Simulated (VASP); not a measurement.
# ZnCu (Pm-3m) in VASP: single point with PBEsol

Aim: the single point of ZnCu with PBEsol.

Program: VASP 6.6.1. These are calculated values, not measurements. Logs are shortened: lines on timing, memory, paths and dates and some standing lists are left out, and cuts for length are marked.

### 1 The cell of the first run

The structure is cubic, space group Pm-3m (No. 221). Conventional cell: a = 2.984 Å, b = 2.984 Å, c = 2.984 Å, α = 90.00°, β = 90.00°, γ = 90.00°. Within 3.4 Å of Zn (site symmetry m-3m) lie 8 Cu at 2.58 Å and 6 Zn at 2.98 Å. Cu (site symmetry m-3m) has 8 Zn at 2.58 Å and 6 Cu at 2.98 Å within 3.4 Å.

### 2 Single point, PBEsol (13.28 Å³/atom)

File INCAR:

```
SYSTEM = ZnCu
PREC     = Accurate       ! precision mode
ENCUT    = 520            ! plane-wave cutoff, eV
EDIFF    = 1E-6           ! SCF threshold, eV
ISMEAR   = -1             ! smearing method
SIGMA    = 0.05           ! smearing width, eV
LREAL    = .False.        ! projectors in reciprocal space
LASPH    = .True.         ! aspherical terms in the spheres
NELM     = 80             ! most SCF steps
ALGO     = Normal         ! electronic algorithm
ISIF     = 2              ! what is computed and relaxed
LWAVE    = .False.        ! write WAVECAR
LCHARG   = .False.        ! write CHGCAR
GGA      = PS             ! functional
NBANDS   = 18             ! bands
```

File KPOINTS:

```
regular mesh
0
Gamma
  14 14 14
  0 0 0
```

File POSCAR:

```
ZnCu
1.0
    2.9837544442      0.0000000000      0.0000000000
    0.0000000000      2.9837544442      0.0000000000
    0.0000000000      0.0000000000      2.9837544442
Zn Cu
1 1
Direct
    0.5000000000      0.5000000000      0.5000000000
    0.0000000000      0.0000000000      0.0000000000
```

Potentials or basis: VASP PAW PBE potentials, release 64 (Zn, Cu).

On the command line:

```sh
> cat potpaw_PBE.64/Zn/POTCAR potpaw_PBE.64/Cu/POTCAR > POTCAR
> mpirun -np 1 vasp_std > vasp.out
```

OUTCAR:

```text
SYSTEM = ZnCu
   PREC = Accurate
   ENCUT = 520
   EDIFF = 1E-6
   ISMEAR = -1
   LREAL = .False.
   LASPH = .True.
   NELM = 80
   ISIF = 2
   GGA = PS

 ion  position               nearest neighbor table
   1  0.500  0.500  0.500-   2 2.58   2 2.58   2 2.58   2 2.58   2 2.58   2 2.58   2 2.58   2 2.58

   2  0.000  0.000  0.000-   1 2.58   1 2.58   1 2.58   1 2.58   1 2.58   1 2.58   1 2.58   1 2.58

  LATTYP: Found a simple cubic cell.
 ALAT       =     2.9837544442

  Lattice vectors:

 A1 = (   2.9837544442,   0.0000000000,   0.0000000000)
 A2 = (   0.0000000000,   2.9837544442,   0.0000000000)
 A3 = (   0.0000000000,   0.0000000000,   2.9837544442)

Analysis of symmetry for initial positions (statically):
=====================================================================
 Subroutine PRICEL returns:
 Original cell was already a primitive cell.

 Routine SETGRP: Setting up the symmetry group for a
 simple cubic supercell.

 Subroutine GETGRP returns: Found 48 space group operations
 (whereof 48 operations were pure point group operations)
 out of a pool of 48 trial point group operations.

The static configuration has the point symmetry O_h .

Analysis of symmetry for dynamics (positions and initial velocities):
=====================================================================
 Subroutine PRICEL returns:
 Original cell was already a primitive cell.

 Routine SETGRP: Setting up the symmetry group for a
 simple cubic supercell.

 Subroutine GETGRP returns: Found 48 space group operations
 (whereof 48 operations were pure point group operations)
 out of a pool of 48 trial point group operations.

The dynamic configuration has the point symmetry O_h .

 Subroutine INISYM returns: Found 48 space group operations
 (whereof 48 operations are pure point group operations),
 and found     1 'primitive' translations

----------------------------------------------------------------------------------------

                                     Primitive cell

  volume of cell :      26.5637

  direct lattice vectors                    reciprocal lattice vectors
     2.983754444  0.000000000  0.000000000     0.335148223  0.000000000  0.000000000
     0.000000000  2.983754444  0.000000000     0.000000000  0.335148223  0.000000000
     0.000000000  0.000000000  2.983754444     0.000000000  0.000000000  0.335148223

  length of vectors
     2.983754444  2.983754444  2.983754444     0.335148223  0.335148223  0.335148223

  position of ions in fractional coordinates (direct lattice)
     0.500000000  0.500000000  0.500000000
     0.000000000  0.000000000  0.000000000

  ion indices of the primitive-cell ions
   primitive index   ion index
                 1           1
                 2           2

----------------------------------------------------------------------------------------

 KPOINTS: regular mesh

Automatic generation of k-mesh.
 Grid dimensions read from file:
 generate k-points for:   14   14   14

 Generating k-lattice:

  Cartesian coordinates                     Fractional coordinates (reciprocal lattice)
     0.023939159  0.000000000  0.000000000     0.071428571  0.000000000  0.000000000
     0.000000000  0.023939159  0.000000000     0.000000000  0.071428571  0.000000000
     0.000000000  0.000000000  0.023939159     0.000000000  0.000000000  0.071428571

  Length of vectors
     0.023939159  0.023939159  0.023939159

  Shift w.r.t. Gamma in fractional coordinates (k-lattice)
     0.000000000  0.000000000  0.000000000

 Subroutine IBZKPT returns following result:
 ===========================================

 Found    120 irreducible k-points:

 Following reciprocal coordinates:
            Coordinates               Weight
  0.000000  0.000000  0.000000      1.000000
  0.071429  0.000000  0.000000      6.000000
  0.142857  0.000000  0.000000      6.000000
  0.214286  0.000000  0.000000      6.000000
  0.285714  0.000000  0.000000      6.000000
  0.357143  0.000000  0.000000      6.000000
[... 16 lines left out ...]
  0.285714  0.214286  0.000000     24.000000
  0.357143  0.214286  0.000000     24.000000
 [... further k-points ...]
   k-points           NKPTS =    120   k-points in BZ     NKDIM =    120   number of bands    NBANDS=     18
   number of dos      NEDOS =    301   number of ions     NIONS =      2
   total plane-waves  NPLWV =  13824
   dimension x,y,z NGX =    24 NGY =   24 NGZ =   24
   dimension x,y,z NGXF=    48 NGYF=   48 NGZF=   48
   ions per type =               1   1
   NGX,Y,Z   is equivalent  to a cutoff of  13.37, 13.37, 13.37 a.u.
   NGXF,Y,Z  is equivalent  to a cutoff of  26.74, 26.74, 26.74 a.u.
 SYSTEM =  ZnCu
   PREC   = accura    normal or accurate (medium, high low for compatibility)
   ISTART =      0    job   : 0-new  1-cont  2-samecut
   ICHARG =      2    charge: 1-file 2-atom 10-const
   ISPIN  =      1    spin polarized calculation?
   LNONCOLLINEAR =      F non collinear calculations
   LSORBIT =      F    spin-orbit coupling
   LASPH  =      T    aspherical Exc in radial PAW
   ENCUT  =  520.0 eV  38.22 Ry    6.18 a.u.   5.55  5.55  5.55*2*pi/ulx,y,z
   NELM   =     80;   NELMIN=  2; NELMDL= -5     # of ELM steps
   EDIFF  = 0.1E-05   stopping-criterion for ELM
   LREAL  =      F    real-space projection
   EDIFFG = 0.1E-04   stopping-criterion for IOM
   NSW    =      0    number of steps for IOM
   IBRION =     -1    ionic relax: 0-MD 1-quasi-New 2-CG
   NFREE  =      0    steps in history (QN), initial steepest desc. (CG)
   ISIF   =      2    stress and relaxation
   ISYM   =      2    0-nonsym 1-usesym 2-fastsym
   POTIM  = 0.5000    time-step for ionic-motion
   TEBEG  =    0.0;   TEEND  =   0.0 temperature during run
   PSTRESS=    0.0 pullay stress
   NELECT =      23.0000    total number of electrons
   NUPDOWN=      -1.0000    fix difference up-down
   EMIN   =  10.00;   EMAX   =-10.00  energy-range for DOS
   EFERMI =   0.00;   METHOD = LEGACY
   ISMEAR =    -1;   SIGMA  =   0.05  broadening in eV -4-tet -1-fermi 0-gaus
   EFERMI_NEDOS =   21; number of points for ismear=-14 and -15
   IALGO  =     38    algorithm
   IMIX   =      4    mixing-type and parameters
     AMIX     =   0.40;   BMIX     =  1.00
     AMIX_MAG =   1.60;   BMIX_MAG =  1.00
  volume/ion in A,a.u.               =      13.28        89.63
  Fermi-wavevector in a.u.,A,eV,Ry     =   1.560346  2.948627 33.125846  2.434681
  Thomas-Fermi vector in A             =   2.663572
   LORBIT       =      0    0 simple, 1 ext, 2 COOP (PROOUT), +10 PAW based schemes
   GGA     = PS    functional components
   LHFCALC =     F    Hartree Fock is set to
   AEXX    =    0.0000 exact exchange contribution
   IVDW    =     0    specifies the selected vdW correction
   LEPSILON=     F    determine dielectric tensor
   LRPA    =     F    only Hartree local field effects (RPA)
 non-spin polarized calculation
  energy-cutoff  :      520.00
  volume of cell :       26.56
 maximum number of plane-waves:       739
 NGX is ok and might be reduce to    24
   NGX = 11   NGY = 11   NGZ = 11

 number of electron      23.0000039 magnetization

 Free energy of the ion-electron system (eV)
  ---------------------------------------------------
  ext. energy  EPLUGINS =         0.00000000
  ---------------------------------------------------
  free energy    TOTEN  =        -6.05031005 eV

  energy without entropy =       -6.04720258  energy(sigma->0) =       -6.04875631

 E-fermi :   4.9959     XC(G=0): -12.3464

 val. band max:        4.9289329972   @ k =   0.5000   0.5000   0.2143
 cond. band min:       5.0081840445   @ k =   0.4286   0.3571   0.2143
 fundamental gap:      0.0792510473
 Fermi energy:         4.9959173606

 k-point     1 :       0.0000    0.0000    0.0000
  band No.  band energies     occupation
      1      -5.0674      2.00000
      2      -2.6958      2.00000
      3      -2.6958      2.00000
      4      -2.0597      2.00000
      5      -2.0597      2.00000
      6      -2.0597      2.00000
[... 10 lines left out ...]
     17      16.6324      0.00000
     18      28.0462      0.00000

 k-point     2 :       0.0714    0.0000    0.0000
  band No.  band energies     occupation
      1      -4.9775      2.00000
      2      -2.6862      2.00000
      3      -2.6772      2.00000
      4      -2.0675      2.00000
      5      -2.0675      2.00000
      6      -2.0561      2.00000
[... 10 lines left out ...]
     17      17.3604      0.00000
     18      26.9951      0.00000

 k-point     3 :       0.1429    0.0000    0.0000
  band No.  band energies     occupation
      1      -4.7107      2.00000
      2      -2.6592      2.00000
      3      -2.6227      2.00000
      4      -2.0892      2.00000
      5      -2.0892      2.00000
      6      -2.0458      2.00000
[... 10 lines left out ...]
     17      19.4761      0.00000
     18      25.2819      0.00000

 k-point     4 :       0.2143    0.0000    0.0000
  band No.  band energies     occupation
      1      -4.2782      2.00000
      2      -2.6196      2.00000
      3      -2.5341      2.00000
      4      -2.1203      2.00000
      5      -2.1203      2.00000
      6      -2.0309      2.00000
[... 10 lines left out ...]
     17      22.0615      0.00000
     18      23.3198      0.00000

 k-point     5 :       0.2857    0.0000    0.0000
  band No.  band energies     occupation
      1      -3.7131      2.00000
      2      -2.5750      2.00000
      3      -2.3992      2.00000
      4      -2.1547      2.00000
      5      -2.1547      2.00000
      6      -2.0142      2.00000
[... 10 lines left out ...]
     17      21.4862      0.00000
     18      21.4862      0.00000

 k-point     6 :       0.3571    0.0000    0.0000
  band No.  band energies     occupation
      1      -3.1313      2.00000
      2      -2.5342      2.00000
      3      -2.1856      2.00000
      4      -2.1856      2.00000
      5      -2.1331      2.00000
      6      -1.9991      2.00000
[... 10 lines left out ...]
     17      19.7651      0.00000
     18      19.7651      0.00000

 k-point     7 :       0.4286    0.0000    0.0000
  band No.  band energies     occupation
      1      -2.7903      2.00000
      2      -2.5055      2.00000
      3      -2.2068      2.00000
      4      -2.2068      2.00000
      5      -1.9886      2.00000
      6      -1.5366      2.00000
[... 10 lines left out ...]
     17      18.1748      0.00000
     18      18.2449      0.00000

 k-point     8 :       0.5000    0.0000    0.0000
  band No.  band energies     occupation
      1      -2.7059      2.00000
      2      -2.4952      2.00000
      3      -2.2144      2.00000
      4      -2.2144      2.00000
      5      -1.9848      2.00000
      6      -0.9314      2.00000
[... 10 lines left out ...]
     17      18.1989      0.00000
     18      18.8592      0.00000
[... 229 lines left out ...]
     17      20.0364      0.00000
     18      21.0359      0.00000

 k-point    20 :       0.4286    0.1429    0.0000
  band No.  band energies     occupation
      1      -2.6816      2.00000
      2      -2.4593      2.00000
      3      -2.3789      2.00000
      4      -2.2221      2.00000
      5      -2.0496      2.00000
      6      -1.1573      2.00000
[... 10 lines left out ...]
     17      18.4845      0.00000
     18      20.1800      0.00000

 k-point    21 :       0.5000    0.1429    0.0000
  band No.  band energies     occupation
      1      -2.6109      2.00000
      2      -2.4243      2.00000
      3      -2.4157      2.00000
      4      -2.2302      2.00000
      5      -2.0484      2.00000
      6      -0.4218      2.00000
[... 10 lines left out ...]
     17      18.7247      0.00000
     18      19.5240      0.00000

 k-point    22 :       0.2143    0.2143    0.0000
  band No.  band energies     occupation
      1      -3.5687      2.00000
      2      -2.5404      2.00000
      3      -2.4119      2.00000
      4      -2.1493      2.00000
      5      -2.1290      2.00000
      6      -2.0841      2.00000
[... 10 lines left out ...]
     17      22.2028      0.00000
     18      23.0601      0.00000

 k-point    23 :       0.2857    0.2143    0.0000
  band No.  band energies     occupation
      1      -3.1365      2.00000
      2      -2.5199      2.00000
      3      -2.3283      2.00000
      4      -2.1806      2.00000
      5      -2.0995      2.00000
      6      -1.9982      2.00000
[... 10 lines left out ...]
     17      21.8789      0.00000
     18      22.4317      0.00000

 k-point    24 :       0.3571    0.2143    0.0000
  band No.  band energies     occupation
      1      -2.8155      2.00000
      2      -2.5192      2.00000
      3      -2.2881      2.00000
      4      -2.2140      2.00000
      5      -2.1078      2.00000
      6      -1.5500      2.00000
[... 10 lines left out ...]
     17      20.3271      0.00000
     18      21.3363      0.00000

 [... further k-points ...]

------------------------ aborting loop because EDIFF is reached ----------------------------------------

  FORCE on cell =-STRESS in cart. coord.  units (eV):
  Direction    XX          YY          ZZ          XY          YZ          ZX
  --------------------------------------------------------------------------------------
  -------------------------------------------------------------------------------------
  Total       -1.3552242     -1.3552242     -1.3552242     -0.0000000     -0.0000000      0.0000000
  in kB      -81.7395970    -81.7395970    -81.7395970     -0.0000000     -0.0000000      0.0000000
  external PRESSURE =     -81.7395970 kB  Pullay stress =       0.0000000 kB

 VOLUME and BASIS-vectors are now :
 -----------------------------------------------------------------------------
  energy-cutoff  :      520.00
  volume of cell :       26.56
      direct lattice vectors                 reciprocal lattice vectors
     2.983754444  0.000000000  0.000000000     0.335148223  0.000000000  0.000000000
     0.000000000  2.983754444  0.000000000     0.000000000  0.335148223  0.000000000
     0.000000000  0.000000000  2.983754444     0.000000000  0.000000000  0.335148223

 POSITION                                       TOTAL-FORCE (eV/Angst)
 -----------------------------------------------------------------------------------
      1.49188      1.49188      1.49188         0.000000      0.000000      0.000000
      0.00000      0.00000      0.00000         0.000000      0.000000      0.000000
 -----------------------------------------------------------------------------------
    total drift:                                0.000000      0.000000     -0.000000

  FREE ENERGIE OF THE ION-ELECTRON SYSTEM (eV)
  ---------------------------------------------------
  free  energy   TOTEN  =        -6.0503100470 eV

  energy  without entropy=       -6.0472025775  energy(sigma->0) =       -6.04875631
```

Wall time 23 s (1 thread of Intel Xeon Platinum 8488C (Sapphire Rapids), shared host); peak memory 0.18 GiB.

What came out:

```
Free energy            : -6.0503 eV
Pressure               : -8.2 GPa
Band gap on the k mesh : zero (an odd number of electrons rules out a gap without spin polarisation)
```

Levels at points of the mesh, in eV from the Fermi level:
```tsv
k point	band 8	band 9	band 10	band 11	band 12	band 13	band 14	band 15	band 16	band 17
(0.00, 0.00, 0.00)	-3.46	-2.66	-2.66	-2.66	6.05	6.05	6.05	11.01	11.01	11.64
(0.50, 0.00, 0.00)	-3.55	-3.17	-3.17	-2.73	-1.97	11.34	11.34	11.98	11.98	13.20
(0.50, 0.50, 0.00)	-2.81	-2.81	-2.43	-1.79	-1.79	1.58	1.94	13.47	15.18	15.18
(0.50, 0.50, 0.50)	-4.13	-2.41	-2.41	3.55	4.23	4.23	4.23	4.38	4.38	4.38
```

Caveat: the cell stands under tension; the PAW data sets were made with another functional, which shifts forces and pressure a little.
